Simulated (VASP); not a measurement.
HfSiO4, 12 atoms in the cell. It takes space group P2_1 (No. 4, monoclinic). Conventional cell: a = 4.601 Å, b = 5.092 Å, c = 5.295 Å, α = 90.00°, β = 92.35°, γ = 90.00°. Hf (site symmetry 1) has 6 O at 1.98 to 2.24 Å within 2.6 Å. Si (site symmetry 1) has 5 O at 1.64 to 1.85 Å within 2.2 Å. O (site symmetry 1) has 1 Si at 1.64 Å and 1 Hf at 1.98 Å within 2.2 Å. O (site symmetry 1) has 1 Si at 1.85 Å and 2 Hf at 2.02 to 2.07 Å and 2 O at 2.36 to 2.47 Å within 2.5 Å. O (site symmetry 1) has 2 Si at 1.73 to 1.82 Å and 1 Hf at 2.24 Å within 2.3 Å. O (site symmetry 1) has 1 Si at 1.74 Å and 2 Hf at 2.07 to 2.14 Å within 2.3 Å. 

```yaml
Program: VASP 6.6.1
Task: single point
Functional: r2SCAN
Potentials_or_basis: VASP PAW PBE potentials, release 64 (Hf_pv, Si, O)
Cutoff: 520 eV
k_mesh: 6 × 4 × 4
Occupations: fermi-dirac, width 0.02 eV
Spin: no spin polarisation
Dipole_correction: no
Further_INCAR_settings: ALGO = Normal; EDIFF = 1e-07; NBANDS = 50
```

Potentials or basis: VASP PAW PBE potentials, release 64 (Hf_pv, Si, O).

Run with:

```console
$ cat potpaw_PBE.64/Hf_pv/POTCAR potpaw_PBE.64/Si/POTCAR potpaw_PBE.64/O/POTCAR > POTCAR
$ cp INCAR.step1 INCAR
$ mpirun -np 1 vasp_std > vasp.out
$ cp INCAR.step2 INCAR
$ mpirun -np 1 vasp_std > vasp.out
```

Hardware: 1 thread of Oxide Virtual Turin-like Processor, with other jobs on the host.

Problem. How long does it take, and how much memory?

Solution. Run time: 28 min on 1 thread of Oxide Virtual Turin-like Processor, on a shared host, peak memory 0.34 GiB. Counts: k points 42.
